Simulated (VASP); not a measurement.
# CaSe in VASP: further runs

Runs on CaSe. Level: PBE. Tasks: single point.

Everything below comes from runs of VASP 6.6.1. Logs are shortened: lines on timing, memory, paths and dates and some standing lists are left out, and cuts for length are marked.

## Step 1: The cell of the first run

Symmetry: F-43m, No. 216, cubic system. Conventional cell: a = 6.072 Å, b = 6.072 Å, c = 6.072 Å, α = 90.00°, β = 90.00°, γ = 90.00°. Within 3.5 Å of Ca (site symmetry -43m) lie 4 Se at 2.63 Å. Se (site symmetry -43m) has 4 Ca at 2.63 Å within 3.5 Å.

## Step 2: Single point, PBE (strain -0.080 along x and y, -0.080 along z)

The input, INCAR:

```
SYSTEM = CaSe
PREC = Accurate
ENCUT = 520
EDIFF = 1E-7
ISMEAR = 0
SIGMA = 0.05
LREAL = .FALSE.
LASPH = .TRUE.
NELM = 100
ALGO = Normal
ISIF = 2
LWAVE = .FALSE.
LCHARG = .FALSE.
GGA = PE
NBANDS = 15
```

The input, KPOINTS:

```
regular mesh
0
G
  6 6 6
  0 0 0
```

The input, POSCAR:

```
CaSe
1.0
    0.0000000000      3.0360000000      3.0360000000
    3.0360000000      0.0000000000      3.0360000000
    3.0360000000      3.0360000000      0.0000000000
Ca Se
1 1
Direct
    0.0000000000      0.0000000000      0.0000000000
    0.7500000000      0.7500000000      0.7500000000
```

Potentials or basis: VASP PAW PBE potentials, release 64 (Ca_sv, Se).

Run with:

```sh
cat potpaw_PBE.64/Ca_sv/POTCAR potpaw_PBE.64/Se/POTCAR > POTCAR
mpirun -np 1 vasp_std > vasp.out
```

OUTCAR:

```text
SYSTEM = CaSe
   PREC = Accurate
   ENCUT = 520
   EDIFF = 1E-7
   ISMEAR = 0
   LREAL = .FALSE.
   LASPH = .TRUE.
   NELM = 100
   ISIF = 2
   GGA = PE

 ion  position               nearest neighbor table
   1  0.000  0.000  0.000-   2 2.63   2 2.63   2 2.63   2 2.63
   2  0.750  0.750  0.750-   1 2.63   1 2.63   1 2.63   1 2.63

  LATTYP: Found a face centered cubic cell.
 ALAT       =     6.0720000000

  Lattice vectors:

 A1 = (   0.0000000000,   3.0360000000,   3.0360000000)
 A2 = (   3.0360000000,   0.0000000000,   3.0360000000)
 A3 = (   3.0360000000,   3.0360000000,   0.0000000000)

Analysis of symmetry for initial positions (statically):
=====================================================================
 Subroutine PRICEL returns:
 Original cell was already a primitive cell.

 Routine SETGRP: Setting up the symmetry group for a
 face centered cubic supercell.

 Subroutine GETGRP returns: Found 24 space group operations
 (whereof 24 operations were pure point group operations)
 out of a pool of 48 trial point group operations.

The static configuration has the point symmetry T_d .

Analysis of symmetry for dynamics (positions and initial velocities):
=====================================================================
 Subroutine PRICEL returns:
 Original cell was already a primitive cell.

 Routine SETGRP: Setting up the symmetry group for a
 face centered cubic supercell.

 Subroutine GETGRP returns: Found 24 space group operations
 (whereof 24 operations were pure point group operations)
 out of a pool of 48 trial point group operations.

The dynamic configuration has the point symmetry T_d .

 Subroutine INISYM returns: Found 24 space group operations
 (whereof 24 operations are pure point group operations),
 and found     1 'primitive' translations

----------------------------------------------------------------------------------------

                                     Primitive cell

  volume of cell :      55.9674

  direct lattice vectors                    reciprocal lattice vectors
     0.000000000  3.036000000  3.036000000    -0.164690382  0.164690382  0.164690382
     3.036000000  0.000000000  3.036000000     0.164690382 -0.164690382  0.164690382
     3.036000000  3.036000000  0.000000000     0.164690382  0.164690382 -0.164690382

  length of vectors
     4.293552375  4.293552375  4.293552375     0.285252109  0.285252109  0.285252109

  position of ions in fractional coordinates (direct lattice)
     0.000000000  0.000000000  0.000000000
     0.750000000  0.750000000  0.750000000

  ion indices of the primitive-cell ions
   primitive index   ion index
                 1           1
                 2           2

----------------------------------------------------------------------------------------

 KPOINTS: regular mesh

Automatic generation of k-mesh.
 Grid dimensions read from file:
 generate k-points for:    6    6    6

 Generating k-lattice:

  Cartesian coordinates                     Fractional coordinates (reciprocal lattice)
    -0.027448397  0.027448397  0.027448397     0.166666667  0.000000000  0.000000000
     0.027448397 -0.027448397  0.027448397     0.000000000  0.166666667  0.000000000
     0.027448397  0.027448397 -0.027448397     0.000000000  0.000000000  0.166666667

  Length of vectors
     0.047542018  0.047542018  0.047542018

  Shift w.r.t. Gamma in fractional coordinates (k-lattice)
     0.000000000  0.000000000  0.000000000

 Subroutine IBZKPT returns following result:
 ===========================================

 Found     16 irreducible k-points:

 Following reciprocal coordinates:
            Coordinates               Weight
  0.000000  0.000000  0.000000      1.000000
  0.166667  0.000000  0.000000      8.000000
  0.333333  0.000000  0.000000      8.000000
  0.500000  0.000000  0.000000      4.000000
  0.166667  0.166667  0.000000      6.000000
  0.333333  0.166667  0.000000     24.000000
[... 8 lines left out ...]
 -0.333333  0.333333  0.166667     24.000000
 -0.333333  0.500000  0.166667     12.000000
   k-points           NKPTS =     16   k-points in BZ     NKDIM =     16   number of bands    NBANDS=     15
   number of dos      NEDOS =    301   number of ions     NIONS =      2
   total plane-waves  NPLWV =  32768
   dimension x,y,z NGX =    32 NGY =   32 NGZ =   32
   dimension x,y,z NGXF=    64 NGYF=   64 NGZF=   64
   ions per type =               1   1
   NGX,Y,Z   is equivalent  to a cutoff of  12.39, 12.39, 12.39 a.u.
   NGXF,Y,Z  is equivalent  to a cutoff of  24.78, 24.78, 24.78 a.u.
 SYSTEM =  CaSe
   PREC   = accura    normal or accurate (medium, high low for compatibility)
   ISTART =      0    job   : 0-new  1-cont  2-samecut
   ICHARG =      2    charge: 1-file 2-atom 10-const
   ISPIN  =      1    spin polarized calculation?
   LNONCOLLINEAR =      F non collinear calculations
   LSORBIT =      F    spin-orbit coupling
   LASPH  =      T    aspherical Exc in radial PAW
   ENCUT  =  520.0 eV  38.22 Ry    6.18 a.u.   7.98  7.98  7.98*2*pi/ulx,y,z
   NELM   =    100;   NELMIN=  2; NELMDL= -5     # of ELM steps
   EDIFF  = 0.1E-06   stopping-criterion for ELM
   LREAL  =      F    real-space projection
   EDIFFG = 0.1E-05   stopping-criterion for IOM
   NSW    =      0    number of steps for IOM
   IBRION =     -1    ionic relax: 0-MD 1-quasi-New 2-CG
   NFREE  =      0    steps in history (QN), initial steepest desc. (CG)
   ISIF   =      2    stress and relaxation
   ISYM   =      2    0-nonsym 1-usesym 2-fastsym
   POTIM  = 0.5000    time-step for ionic-motion
   TEBEG  =    0.0;   TEEND  =   0.0 temperature during run
   PSTRESS=    0.0 pullay stress
   NELECT =      16.0000    total number of electrons
   NUPDOWN=      -1.0000    fix difference up-down
   EMIN   =  10.00;   EMAX   =-10.00  energy-range for DOS
   EFERMI =   0.00;   METHOD = LEGACY
   ISMEAR =     0;   SIGMA  =   0.05  broadening in eV -4-tet -1-fermi 0-gaus
   EFERMI_NEDOS =   21; number of points for ismear=-14 and -15
   IALGO  =     38    algorithm
   IMIX   =      4    mixing-type and parameters
     AMIX     =   0.40;   BMIX     =  1.00
     AMIX_MAG =   1.60;   BMIX_MAG =  1.00
  volume/ion in A,a.u.               =      27.98       188.84
  Fermi-wavevector in a.u.,A,eV,Ry     =   1.078458  2.037989 15.824538  1.163071
  Thomas-Fermi vector in A             =   2.214397
   LORBIT       =      0    0 simple, 1 ext, 2 COOP (PROOUT), +10 PAW based schemes
   GGA     = PE    functional components
   LHFCALC =     F    Hartree Fock is set to
   AEXX    =    0.0000 exact exchange contribution
   IVDW    =     0    specifies the selected vdW correction
   LEPSILON=     F    determine dielectric tensor
   LRPA    =     F    only Hartree local field effects (RPA)
 non-spin polarized calculation
 Gauss-broadening in eV      SIGMA  =   0.05
  energy-cutoff  :      520.00
  volume of cell :       55.97
 maximum number of plane-waves:      1527
   NGX = 15   NGY = 15   NGZ = 15

 number of electron      16.0000004 magnetization

 Free energy of the ion-electron system (eV)
  ---------------------------------------------------
  ext. energy  EPLUGINS =         0.00000000
  ---------------------------------------------------
  free energy    TOTEN  =        -8.43937114 eV

  energy without entropy =       -8.43937114  energy(sigma->0) =       -8.43937114

 E-fermi :   1.0339     XC(G=0):  -8.5333

 val. band max:        0.8138686079   @ k =   0.5000   0.5000   0.0000
 cond. band min:       4.2505020477   @ k =   0.5000   0.5000   0.0000
 fundamental gap:      3.4366334398
 Fermi energy:         1.0338768495

 k-point     1 :       0.0000    0.0000    0.0000
  band No.  band energies     occupation
      1     -37.3958      2.00000
      2     -18.4809      2.00000
      3     -18.4809      2.00000
      4     -18.4809      2.00000
      5      -9.9126      2.00000
      6       0.5229      2.00000
      7       0.5229      2.00000
      8       0.5229      2.00000
      9       4.7047      0.00000
     10       6.5990      0.00000
     11       6.5990      0.00000
     12       9.3456      0.00000
     13       9.3456      0.00000
     14       9.3456      0.00000
     15      11.2815      0.00000

 k-point     2 :       0.1667    0.0000    0.0000
  band No.  band energies     occupation
      1     -37.3940      2.00000
      2     -18.5173      2.00000
      3     -18.4849      2.00000
      4     -18.4849      2.00000
      5      -9.7885      2.00000
      6       0.0600      2.00000
      7       0.5740      2.00000
      8       0.5740      2.00000
      9       5.5918      0.00000
     10       6.4240      0.00000
     11       6.4240      0.00000
     12       8.8432      0.00000
     13       9.4679      0.00000
     14       9.4679      0.00000
     15      10.2251      0.00000

 k-point     3 :       0.3333    0.0000    0.0000
  band No.  band energies     occupation
      1     -37.3905      2.00000
      2     -18.5881      2.00000
      3     -18.4930      2.00000
      4     -18.4930      2.00000
      5      -9.5388      2.00000
      6      -0.5363      2.00000
      7       0.6614      2.00000
      8       0.6614      2.00000
      9       6.4634      0.00000
     10       6.4634      0.00000
     11       6.5033      0.00000
     12       7.9487      0.00000
     13       8.7232      0.00000
     14       8.7232      0.00000
     15      10.0269      0.00000

 k-point     4 :       0.5000    0.0000    0.0000
  band No.  band energies     occupation
      1     -37.3887      2.00000
      2     -18.6226      2.00000
      3     -18.4970      2.00000
      4     -18.4970      2.00000
      5      -9.4134      2.00000
      6      -0.7437      2.00000
      7       0.6966      2.00000
      8       0.6966      2.00000
      9       6.3948      0.00000
     10       6.8007      0.00000
     11       6.8007      0.00000
     12       7.4897      0.00000
     13       7.9697      0.00000
     14       7.9697      0.00000
     15      11.3263      0.00000
[... 163 lines left out ...]
 k-point    14 :       0.5000    0.3333    0.1667
  band No.  band energies     occupation
      1     -37.3881      2.00000
      2     -18.6012      2.00000
      3     -18.5239      2.00000
      4     -18.5059      2.00000
      5      -9.3742      2.00000
      6      -0.5015      2.00000
      7       0.3573      2.00000
      8       0.7340      2.00000
      9       5.1116      0.00000
     10       6.3251      0.00000
     11       7.1567      0.00000
     12       8.2044      0.00000
     13       8.7614      0.00000
     14       9.2801      0.00000
     15      10.7321      0.00000

 k-point    15 :      -0.3333    0.3333    0.1667
  band No.  band energies     occupation
      1     -37.3869      2.00000
      2     -18.6128      2.00000
      3     -18.5347      2.00000
      4     -18.5117      2.00000
      5      -9.2918      2.00000
      6      -0.3246      2.00000
      7       0.0566      2.00000
      8       0.7508      2.00000
      9       4.8932      0.00000
     10       6.2319      0.00000
     11       7.0469      0.00000
     12       8.1708      0.00000
     13       8.5669      0.00000
     14       9.8569      0.00000
     15      11.3487      0.00000

 k-point    16 :      -0.3333    0.5000    0.1667
  band No.  band energies     occupation
      1     -37.3863      2.00000
      2     -18.6195      2.00000
      3     -18.5326      2.00000
      4     -18.5208      2.00000
      5      -9.2508      2.00000
      6      -0.5324      2.00000
      7       0.3181      2.00000
      8       0.7546      2.00000
      9       4.4545      0.00000
     10       6.1931      0.00000
     11       7.3920      0.00000
     12       7.7165      0.00000
     13       8.4791      0.00000
     14      10.7416      0.00000
     15      11.6686      0.00000

------------------------ aborting loop because EDIFF is reached ----------------------------------------

  FORCE on cell =-STRESS in cart. coord.  units (eV):
  Direction    XX          YY          ZZ          XY          YZ          ZX
  --------------------------------------------------------------------------------------
  -------------------------------------------------------------------------------------
  Total        4.6018138      4.6018138      4.6018138      0.0000000      0.0000000      0.0000000
  in kB      131.7359553    131.7359553    131.7359553      0.0000000      0.0000000      0.0000000
  external PRESSURE =     131.7359553 kB  Pullay stress =       0.0000000 kB

 VOLUME and BASIS-vectors are now :
 -----------------------------------------------------------------------------
  energy-cutoff  :      520.00
  volume of cell :       55.97
      direct lattice vectors                 reciprocal lattice vectors
     0.000000000  3.036000000  3.036000000    -0.164690382  0.164690382  0.164690382
     3.036000000  0.000000000  3.036000000     0.164690382 -0.164690382  0.164690382
     3.036000000  3.036000000  0.000000000     0.164690382  0.164690382 -0.164690382

 POSITION                                       TOTAL-FORCE (eV/Angst)
 -----------------------------------------------------------------------------------
      0.00000      0.00000      0.00000        -0.000000     -0.000000     -0.000000
      4.55400      4.55400      4.55400         0.000000      0.000000      0.000000
 -----------------------------------------------------------------------------------
    total drift:                                0.000000      0.000000      0.000000

  FREE ENERGIE OF THE ION-ELECTRON SYSTEM (eV)
  ---------------------------------------------------
  free  energy   TOTEN  =        -8.4393711424 eV

  energy  without entropy=       -8.4393711424  energy(sigma->0) =       -8.43937114
```

Wall time 28 s (1 thread of Intel Xeon 8259CL, shared host); peak memory 0.18 GiB.

Results:

* Free energy: -8.4394 eV
* Pressure: 13.2 GPa
* Band gap on the k mesh: 3.44 eV

Levels at points of the mesh, in eV from the valence-band top:
```tsv
k point	band 6	band 7	band 8	band 9	band 10	band 11
(0.00, 0.00, 0.00)	-0.29	-0.29	-0.29	3.89	5.79	5.79
(0.50, 0.00, 0.00)	-1.56	-0.12	-0.12	5.58	5.99	5.99
(0.50, 0.50, 0.00)	-1.70	0.00	0.00	3.44	5.46	6.79
```

Caveat: the cell differs from its parent crystal (strain -0.080 along x and y, -0.080 along z); the cell stands under pressure.

## Step 3: Single point, PBE (strain -0.080 along x and y, -0.040 along z)

The input, INCAR:

```
PREC     = Accurate       # precision mode
ENCUT    = 520            # plane-wave cutoff, eV
EDIFF    = 1E-6           # SCF threshold, eV
ISMEAR   = 0              # smearing method
SIGMA    = 0.05           # smearing width, eV
LREAL    = False          # projectors in reciprocal space
LASPH    = True           # aspherical terms in the spheres
NELM     = 80             # most SCF steps
ALGO     = Normal         # electronic algorithm
ISIF     = 2              # what is computed and relaxed
LWAVE    = False          # write WAVECAR
LCHARG   = True           # write CHGCAR
GGA      = PE             # functional
LELF     = True           # ELF
LVHAR    = True         
NBANDS   = 15             # bands
```

The input, KPOINTS:

```
regular mesh
0
Gamma
  6 6 6
```

The input, POSCAR:

```
CaSe
1.0
    0.0000000000      3.0360000000      3.1680000000
    3.0360000000      0.0000000000      3.1680000000
    3.0360000000      3.0360000000      0.0000000000
Ca Se
1 1
Direct
    0.0000000000      0.0000000000      0.0000000000
    0.7500000000      0.7500000000      0.7500000000
```

Potentials or basis: VASP PAW PBE potentials, release 64 (Ca_sv, Se).

Run with:

```sh
cat potpaw_PBE.64/Ca_sv/POTCAR potpaw_PBE.64/Se/POTCAR > POTCAR
mpirun -np 1 vasp_std > vasp.out
```

Run time: 57 s. Hardware: 1 thread of Intel Xeon 8259CL, shared host; peak memory 0.2 GiB.

Results (log left out):

- Free energy: -8.6177 eV
- Pressure: 10.0 GPa
- Band gap on the k mesh: 3.34 eV

Stress tensor (GPa, compression positive):
```
 9.84  0.00  0.00
 0.00  9.84  0.00
 0.00  0.00 10.26
```

Levels at points of the mesh, in eV from the valence-band top:
```csv
k point,band 4,band 5,band 6,band 7,band 8,band 9,band 10,band 11,band 12,band 13
"(0.00, 0.00, 0.00)",-19.50,-10.72,-0.36,-0.30,-0.30,3.68,5.50,5.79,8.07,8.33
"(0.50, 0.00, 0.00)",-19.52,-10.27,-1.57,-0.24,-0.09,5.41,5.79,5.85,6.43,6.94
"(0.50, 0.50, 0.00)",-19.54,-10.14,-1.73,0.00,0.00,3.34,5.26,6.56,6.56,6.67
"(0.50, 0.00, 0.50)",-19.53,-10.13,-1.65,-0.14,-0.13,3.42,5.28,6.58,6.64,6.67
```

Caveat: the cell differs from its parent crystal (strain -0.080 along x and y, -0.040 along z); the cell stands under pressure.

## Step 4: Single point, PBE (strain -0.040 along x and y, +0.000 along z)

The input, INCAR:

```
SYSTEM = CaSe
ALGO = Normal ; EDIFF = 1E-6
ENCUT = 520 ; GGA = PE
ISIF = 2 ; ISMEAR = 0
LASPH = .TRUE. ; LCHARG = .FALSE.
LREAL = .FALSE. ; LWAVE = .FALSE.
NBANDS = 15 ; NELM = 100
PREC = Accurate ; SIGMA = 0.05
```

The input, KPOINTS:

```
k-points
0
G
  6 6 6
  0 0 0
```

The input, POSCAR:

```
CaSe
1.0
    0.0000000000      3.1680000000      3.3000000000
    3.1680000000      0.0000000000      3.3000000000
    3.1680000000      3.1680000000      0.0000000000
Ca Se
1 1
Direct
    0.0000000000      0.0000000000      0.0000000000
    0.7500000000      0.7500000000      0.7500000000
```

Run with:

```sh
cat potpaw_PBE.64/Ca_sv/POTCAR potpaw_PBE.64/Se/POTCAR > POTCAR
mpirun -np 1 vasp_std > vasp.out
```

Wall time 63 s (1 thread of Intel Xeon 8259CL, shared host); peak memory 0.21 GiB.

Results (log left out):

```
Free energy            : -8.9202 eV
Pressure               : 3.0 GPa
Band gap on the k mesh : 3.32 eV (least direct gap 3.44 eV)
```

Stress tensor (GPa, compression positive):
```
3.02 0.00 0.00
0.00 3.02 0.00
0.00 0.00 2.94
```

Levels at points of the mesh, in eV from the valence-band top:
| k point | band 6 | band 7 | band 8 | band 9 | band 10 | band 11 |
| --- | --- | --- | --- | --- | --- | --- |
| (0.00, 0.00, 0.00) | -0.23 | -0.18 | -0.18 | 3.32 | 5.33 | 5.56 |
| (0.50, 0.00, 0.00) | -1.37 | -0.16 | -0.03 | 5.16 | 5.54 | 5.60 |
| (0.50, 0.50, 0.00) | -1.47 | -0.01 | -0.01 | 3.43 | 5.04 | 6.21 |
| (0.50, 0.00, 0.50) | -1.39 | -0.14 | -0.12 | 3.49 | 5.04 | 6.23 |

Caveat: the cell differs from its parent crystal (strain -0.040 along x and y, +0.000 along z). A k mesh can miss the band edges.

## Step 5: The runs side by side

| cell | gap on the mesh (eV) | pressure (GPa) |
| --- | --- | --- |
| a = 4.294 Å, angles 60.0°, 2 atoms | 3.44 | 13.2 |
| a = 4.388, b = 4.388, c = 4.294 Å, angles 60.7, 60.7, 58.6°, 2 atoms | 3.34 | 10.0 |
| a = 4.575, b = 4.575, c = 4.480 Å, angles 60.7, 60.7, 58.6°, 2 atoms | 3.32 | 3.0 |

Alike in all rows: task single point; level PBE; potentials or basis VASP PAW PBE potentials, release 64 (Ca_sv, Se); no spin polarisation; k mesh 6 × 6 × 6; cutoff (eV) 520; smearing gaussian 0.05 eV.

Caveats: the cell stands under pressure (at least some runs).

Total energies depend on the potentials used, so only differences within one code and one set of settings carry meaning.
